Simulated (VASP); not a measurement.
Input of a VASP 6.6.1 run:

Contents of INCAR:

```
PREC = Accurate ; ENCUT = 520
EDIFF = 1E-6 ; ISMEAR = 0
SIGMA = 0.1 ; LREAL = False
LASPH = True ; NELM = 100
ALGO = Normal ; ISIF = 2
LWAVE = False ; LCHARG = False
GGA = PS ; NBANDS = 12
```

Contents of KPOINTS:

```
Automatic mesh
0
Gamma
  12 12 12
```

POSCAR

```
As
1.0
    1.8710624364      1.0802584012      3.2305740806
   -1.8710624364      1.0802584012      3.2305740806
    0.0000000000     -2.1605168026      3.2305740805
As
2
Direct
    0.7669789685      0.7669789685      0.7669789685
    0.2330210315      0.2330210315      0.2330210315
```

Potentials or basis: VASP PAW PBE potentials, release 64 (As).

Run with:

```console
$ cat potpaw_PBE.64/As/POTCAR > POTCAR
$ mpirun -np 1 vasp_std > vasp.out
```

Task: Predict the band gap on the k mesh.

Result: Zero (bands 5 and 6 overlap by 0.45 eV).

Task: What does it give for the pressure?

Result: 4.4 GPa.

Forces on the atoms (eV/Å):
```
As   0.000  0.000 -0.064
As   0.000  0.000  0.064
```

Caveat: the cell stands under pressure; the PAW data sets were made with another functional, which shifts forces and pressure a little.
